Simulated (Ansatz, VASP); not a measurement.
BN in VASP and in Ansatz

```
B N
1.0
    -2.55394    0.00000    0.00000
    -1.27697   -2.21178    0.00000
     0.00000    0.00000   12.93056
B N
6 6
Direct
  0.66667 0.66667 0.22461
  0.66667 0.66667 0.55150
  0.66667 0.66667 0.87839
  0.33333 0.33333 0.06117
  0.33333 0.33333 0.38806
  0.33333 0.33333 0.71495
  0.66667 0.66667 0.10221
  0.66667 0.66667 0.42910
  0.66667 0.66667 0.75599
  0.33333 0.33333 0.91943
  0.33333 0.33333 0.26565
  0.33333 0.33333 0.59254
```

Alike in both runs: task single point; functional PBE; k mesh 10 × 10 × 2; occupations gaussian, width 0.05 eV; no spin polarisation.

|  | VASP | Ansatz |
| --- | --- | --- |
| version | VASP 6.6.1 | Ansatz 0.2.0 |
| potentials or method | VASP PAW PBE potentials, release 64 (B, N), cutoff 520 eV | scalar-relativistic, plane waves, PAW |
| valence electrons in the cell | 48 | 48 |

|  | VASP | Ansatz | Ansatz less VASP |
| --- | --- | --- | --- |
| gap on the k mesh at the Fermi level (eV) | 5.17 | 5.18 | +0.014 |
| least direct gap on the mesh (eV) | 6.73 | 6.73 | 0.000 |
| pressure (GPa) | -4.5 | -4.7 | -0.20 |
| traceless stress, the component that is largest in VASP (GPa) | -8.33 | -8.25 | +0.075 |
| rms of the force components (eV/Å) | 0.511 | 0.508 | -0.0026 |

Atom by atom the forces differ by 0.004 eV/Å (rms over components). The functional is the same, so the differences come from potentials, cutoffs and numerics.
